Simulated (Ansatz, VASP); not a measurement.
## KBe2Br: VASP beside Ansatz

File INCAR:

```
SYSTEM = KBe2Br
ALGO = Normal
EDIFF = 1E-6
EDIFFG = -0.01
ENCUT = 600
GGA = PE
IBRION = 2
ISIF = 3
ISMEAR = 0
LASPH = .True.
LCHARG = .False.
LREAL = .False.
LWAVE = .False.
NELM = 100
NSW = 100
PREC = Accurate
SIGMA = 0.1
```

Contents of KPOINTS:

```
k-points
0
Gamma
  12 12 10
  0 0 0
```

The input POSCAR:

```
KBe2Br
1.0
    2.1844581855     -6.5868328459      0.0000000000
    2.1844581855      6.5868328459      0.0000000000
    0.0000000000      0.0000000000      4.5751183148
K Be Br
1 2 1
Direct
    0.0000000000      0.0000000000      0.0000000000
    0.0000000000      0.5000000000      0.0000000000
    0.5000000000      0.0000000000      0.0000000000
    0.5000000000      0.5000000000      0.5000000000
```

Input for Ansatz:

```yaml
crystal:
  lattice:
    - [2.1844581855, -6.5868328459, 0.0]
    - [2.1844581855, 6.5868328459, 0.0]
    - [0.0, 0.0, 4.5751183148]
  atoms:
    - { symbol: K, position: [0.0, 0.0, 0.0] }
    - { symbol: Be, position: [0.0, 0.5, 0.0] }
    - { symbol: Be, position: [0.5, 0.0, 0.0] }
    - { symbol: Br, position: [0.5, 0.5, 0.5] }
basis:
  ecutwfc: 420
kpoints:
  mp_grid: { grid: [12, 12, 10] }
hamiltonian:
  xc: pbe
scf:
  occupations: { method: gaussian, width: 0.1 }
output:
  forces: true
  stress: true
  eigenvalues: true
relax:
  adjacent_minimum: "off"
  f_tol: 0.01
  max_steps: 80
  cell: { stress_tol: 0.05 }
```

Alike in both runs: task relaxation of cell and atoms; functional PBE; k mesh 12 × 12 × 10; occupations gaussian, width 0.1 eV; no spin polarisation.

|  | VASP | Ansatz |
| --- | --- | --- |
| version | VASP 6.6.1 | Ansatz 0.2.0 |
| potentials or method | VASP PAW PBE potentials, release 64 (K_sv, Be, Br), cutoff 600 eV | scalar-relativistic, plane waves, PAW |
| valence electrons in the cell | 20 | 20 |

```csv
,VASP,Ansatz,Ansatz less VASP
"gap on the k mesh at the Fermi level, each at its own relaxed structure (eV)",none,none,-
relaxed volume (Å³/atom),33.47,33.34,-0.136
relaxed cell length with the largest relative difference (Å),4.606,4.589,-0.0175
```

A gap of «none» marks a metal or a gap that the smearing closes.
